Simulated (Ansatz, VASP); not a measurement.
**SrMn2As2 in VASP and in Ansatz**

Contents of INCAR:

```
PREC = Accurate ; ENCUT = 520
EDIFF = 1E-6 ; ISMEAR = 0
SIGMA = 0.05 ; LREAL = False
LASPH = True ; NELM = 80
ALGO = Fast ; ISIF = 2
LWAVE = False ; LCHARG = False
GGA = CA ; NBANDS = 31
```

The input KPOINTS:

```
regular mesh
0
Gamma
  12 12 6
```

Contents of POSCAR:

```
SrMn2As2
1.0
    3.8645076127      0.0000000000      0.0000000000
   -1.9322538063      3.3467617657      0.0000000000
    0.0000000000      0.0000000000      7.1872481785
Sr Mn As
1 2 2
Direct
    0.0000000000      0.0000000000      0.0000000000
    0.3333333333      0.6666666667      0.6071548300
    0.6666666667      0.3333333333      0.3928451700
    0.3333333333      0.6666666667      0.2852584768
    0.6666666667      0.3333333333      0.7147415232
```

Input for Ansatz:

```yaml
crystal:
  lattice:
    - [3.8645076127, 0.0, 0.0]
    - [-1.9322538063, 3.3467617657, 0.0]
    - [0.0, 0.0, 7.1872481785]
  atoms:
    - { symbol: Sr, position: [0.0, 0.0, 0.0] }
    - { symbol: Mn, position: [0.3333333333, 0.6666666667, 0.60715483] }
    - { symbol: Mn, position: [0.6666666667, 0.3333333333, 0.39284517] }
    - { symbol: As, position: [0.3333333333, 0.6666666667, 0.2852584768] }
    - { symbol: As, position: [0.6666666667, 0.3333333333, 0.7147415232] }
basis:
  ecutwfc: 420
  ecutrho_ratio: 4
kpoints:
  mp_grid: { grid: [12, 12, 6] }
hamiltonian:
  xc: lda
scf:
  occupations: { method: gaussian, width: 0.05 }
output:
  forces: true
  stress: true
  eigenvalues: true
```

Alike in both runs: task single point; functional LDA; k mesh 12 × 12 × 6; occupations gaussian, width 0.05 eV; no spin polarisation.

```csv
,VASP,Ansatz
version,VASP 6.6.1,Ansatz 0.2.0
potentials or method,"VASP PAW LDA potentials, release 64 (Sr_sv, Mn_pv, As), cutoff 520 eV","scalar-relativistic, plane waves, PAW"
valence electrons in the cell,46,70
```

```tsv
	VASP	Ansatz	Ansatz less VASP
gap on the k mesh at the Fermi level (eV)	none	none	-
pressure (GPa)	-3.3	-3.8	-0.48
traceless stress, the component that is largest in VASP (GPa)	-1.60	-1.70	-0.100
rms of the force components (eV/Å)	0.326	0.336	+0.0101
```

LDA's correlation is that of Perdew and Zunger in VASP and of Perdew and Wang (1992) in Ansatz. Atom by atom the forces differ by 0.010 eV/Å (rms over components). A gap of «none» marks a metal or a gap that the smearing closes. VASP's potentials hold 46 valence electrons a cell and Ansatz's 70, so a difference there can come from the potentials and not from the codes.
